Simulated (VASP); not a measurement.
Write the native input for VASP 6.6.1 that does the following.

```yaml
Task: single point
Functional: r2SCAN
Potentials_or_basis: VASP PAW PBE potentials, release 64 (Si)
Cutoff: 520 eV
k_mesh: 8 × 8 × 8
Occupations: gaussian, width 0.15 eV
Spin: no spin polarisation
Dipole_correction: no
Further_INCAR_settings: ALGO = Normal; EDIFF = 1e-06; NBANDS = 26
```

Si:

```
CELL_PARAMETERS angstrom
-3.48980 3.48980 3.48980
3.48980 -3.48980 3.48980
3.48980 3.48980 -3.48980
ATOMIC_POSITIONS crystal
Si 0.20140 0.20140 0.20140
Si 0.50000 0.00000 0.29860
Si 0.29860 0.50000 0.00000
Si 0.00000 0.29860 0.50000
Si 0.79860 0.79860 0.79860
Si 0.50000 0.00000 0.70140
Si 0.70140 0.50000 0.00000
Si 0.00000 0.70140 0.50000
```

This cell differs from its parent crystal: strain +0.050 along x and y, +0.050 along z.

The input as run:

POSCAR

```
Si
1.0
   -3.4897952736      3.4897952736      3.4897952736
    3.4897952736     -3.4897952736      3.4897952736
    3.4897952736      3.4897952736     -3.4897952736
Si
8
Direct
    0.2013996517      0.2013996517      0.2013996517
    0.5000000000      0.0000000000      0.2986003483
    0.2986003483      0.5000000000      0.0000000000
    0.0000000000      0.2986003483      0.5000000000
    0.7986003483      0.7986003483      0.7986003483
    0.5000000000      0.0000000000      0.7013996517
    0.7013996517      0.5000000000      0.0000000000
    0.0000000000      0.7013996517      0.5000000000
```

INCAR.step1

```
PREC = Accurate
ENCUT = 520
ISMEAR = 0
SIGMA = 0.15
LREAL = False
LASPH = True
NELM = 60
NBANDS = 26
GGA = PE
ALGO = Normal
EDIFF = 1E-4
LWAVE = True
LCHARG = False
```

INCAR.step2

```
PREC = Accurate
ENCUT = 520
EDIFF = 1E-6
ISMEAR = 0
SIGMA = 0.15
LREAL = False
LASPH = True
NELM = 60
ALGO = Normal
ISIF = 2
LWAVE = False
LCHARG = True
METAGGA = R2SCAN
LMIXTAU = True
LELF = True
LVHAR = True
NBANDS = 26
ISTART = 1
```

KPOINTS

```
Automatic mesh
0
Gamma
  8 8 8
```

Potentials or basis: VASP PAW PBE potentials, release 64 (Si).

The run is started by

```console
$ cat potpaw_PBE.64/Si/POTCAR > POTCAR
$ cp INCAR.step1 INCAR
$ mpirun -np 1 vasp_std > vasp.out
$ cp INCAR.step2 INCAR
$ mpirun -np 1 vasp_std > vasp.out
```

It gave:

```json
{"Pressure": "-11.0 GPa", "Largest force": "0.584 eV/Å", "Band gap on the k mesh": "zero (filled and empty bands touch)"}
```

Caveat: the cell differs from its parent crystal (strain +0.050 along x and y, +0.050 along z); the cell stands under tension; semilocal functionals underestimate gaps, and a narrow one can read as zero; the PAW data sets were made with another functional, which shifts forces and pressure a little.

It took 3.7 min on 1 thread of Intel(R) Xeon(R) 6975P-C (Granite Rapids) (shared host), peak memory 0.4 GiB.
